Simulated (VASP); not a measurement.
Runs of VASP 6.6.1 on PbS. The structure is that of space group Pm-3m (No. 221), or close to it. The cells are those of the table. 

| task | level | spin | cell | k mesh | cutoff (eV) | smearing | grid for exact exchange (PRECFOCK) | share of exact exchange | screening parameter | gap on the mesh (eV) | pressure (GPa) |
| --- | --- | --- | --- | --- | --- | --- | --- | --- | --- | --- | --- |
| single point | PBEsol-based global hybrid with 25 % exact exchange | off | a = 3.654 Å, 2 atoms | 4 × 4 × 4 | 520 | fermi-dirac 0.05 eV | Normal | 0.25 | - | none | -5.0 |
| single point | r2SCAN | non-collinear, zero start, SOC | a = 3.654 Å, 2 atoms | 6 × 6 × 6 | 520 | gaussian 0.05 eV | - | - | - | - | -0.8 |
| single point | PBE0 | off | a = 3.702 Å, 2 atoms | 4 × 4 × 4 | 520 | fermi-dirac 0.05 eV | Normal | 0.25 | - | 0.83 | -3.2 |
| single point | HSE06 | off | a = 3.579 Å, 2 atoms | 4 × 4 × 4 | 520 | fermi-dirac 0.05 eV | Normal | 0.25 | 0.2079 1/Å | none | 1.3 |
| relaxation of cell and atoms | PBE | off | relaxed from a = 3.654 Å, 2 atoms | 7 × 7 × 7 | 600 | fermi-dirac 0.05 eV | - | - | - | 0.12 | 0.0 |
| single point | HSE06 | off | a = 3.629 Å, 2 atoms | 4 × 4 × 4 | 520 | fermi-dirac 0.05 eV | Normal | 0.25 | 0.2079 1/Å | none | (b) |
| single point | HF | off | a = 3.654 Å, 2 atoms | 4 × 4 × 4 | 520 | fermi-dirac 0.05 eV | Normal | 1 | - | none | (a) |
| single point | PBE0 | off | a = 3.725 Å, 2 atoms | 4 × 4 × 4 | 520 | fermi-dirac 0.05 eV | Normal | 0.25 | - | 0.93 | -4.1 |

Alike in all rows: potentials or basis VASP PAW PBE potentials, release 64 (Pb_d, S).

Task: Estimate the missing entries.

Result: (a) 2.7; (b) -1.3.

Caveats: some runs use coarse meshes; the PAW data sets were made with another functional, which shifts forces and pressure a little (at least some runs); spin-orbit coupling is left out, which moves the levels of the heavy elements (at least some runs); the relaxation stopped at its first step, so nothing moved (at least some runs); an odd mesh through Γ misses points on the zone boundary, where band edges can lie (at least some runs).

A k mesh can miss the band edges, and rows without SOC leave out spin-orbit coupling on Pb.

A gap of «none» marks levels without a gap at the run's occupations.
